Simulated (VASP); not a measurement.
LiF, 2 atoms in the cell. It takes space group R-3m (No. 166, trigonal). Conventional cell: a = 3.559 Å, b = 3.559 Å, c = 4.439 Å, α = 90.00°, β = 90.00°, γ = 120.00°. Within 2.9 Å of Li (site symmetry -3m) lie 8 F at 2.18 to 2.22 Å and 6 Li at 2.53 Å. F (site symmetry -3m) has 8 Li at 2.18 to 2.22 Å and 6 F at 2.53 Å within 2.9 Å.  This cell differs from its parent crystal: strain along [111] +1.9%.

- Program: VASP 6.6.1
- Task: single point
- Functional: PBE
- Potentials or basis: VASP PAW PBE potentials, release 64 (Li_sv, F)
- Cutoff: 520 eV
- k mesh: 10 × 10 × 10
- Occupations: fermi-dirac, width 0.02 eV
- Spin: no spin polarisation
- Dipole correction: no
- Further INCAR settings: ALGO = Normal; EDIFF = 1e-06; NBANDS = 12

Potentials or basis: VASP PAW PBE potentials, release 64 (Li_sv, F).

The run is started by

```sh
$ cat potpaw_PBE.64/Li_sv/POTCAR potpaw_PBE.64/F/POTCAR > POTCAR
$ mpirun -np 1 vasp_std > vasp.out
```

Hardware: 1 thread of AMD EPYC 7R13 Processor (Zen 3), on a shared host.

**Question.** Estimate the wall time of this run.

**Answer.** Run time: 11 s on 1 thread of AMD EPYC 7R13 Processor (Zen 3), with other jobs on the host, peak memory 0.1 GiB. Counts: scf iterations 11, k points 116.
